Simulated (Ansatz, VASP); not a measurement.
SiTe3 in VASP and in Ansatz

```
CELL_PARAMETERS angstrom
8.28920 0.00000 0.00000
-4.14460 7.17866 0.00000
0.00000 0.00000 3.87334
ATOMIC_POSITIONS crystal
Si 0.66667 0.33333 0.25000
Si 0.33333 0.66667 0.75000
Te 0.37873 0.18936 0.75000
Te 0.81064 0.18936 0.75000
Te 0.81064 0.62127 0.75000
Te 0.62127 0.81064 0.25000
Te 0.18936 0.81064 0.25000
Te 0.18936 0.37873 0.25000
```

Change from the starting cell: species swapped into the Ag3Au type (P6_3/mmc, No. 194).

Alike in both runs: functional PBE; k mesh 6 × 6 × 10; occupations gaussian, width 0.1 eV; no spin polarisation.

Ansatz relaxed the structure, and its values are those at the end. VASP's run is a single point on that final structure, the one shown.

|  | VASP | Ansatz |
| --- | --- | --- |
| version | VASP 6.6.1 | Ansatz 0.2.0 |
| potentials or method | VASP PAW PBE potentials, release 64 (Si, Te), cutoff 520 eV | scalar-relativistic, plane waves, PAW |
| valence electrons in the cell | 44 | 104 |

|  | VASP | Ansatz | Ansatz less VASP |
| --- | --- | --- | --- |
| gap on the k mesh at the Fermi level (eV) | none | none | - |
| pressure (GPa) | 0.0 | 0.0 | +0.02 |

A gap of «none» marks a metal or a gap that the smearing closes. With one functional, cell and mesh, what is left measures potentials, basis and numerics. VASP's potentials hold 44 valence electrons a cell and Ansatz's 104, so a difference there can come from the potentials and not from the codes.

Neither program's run includes spin-orbit coupling.
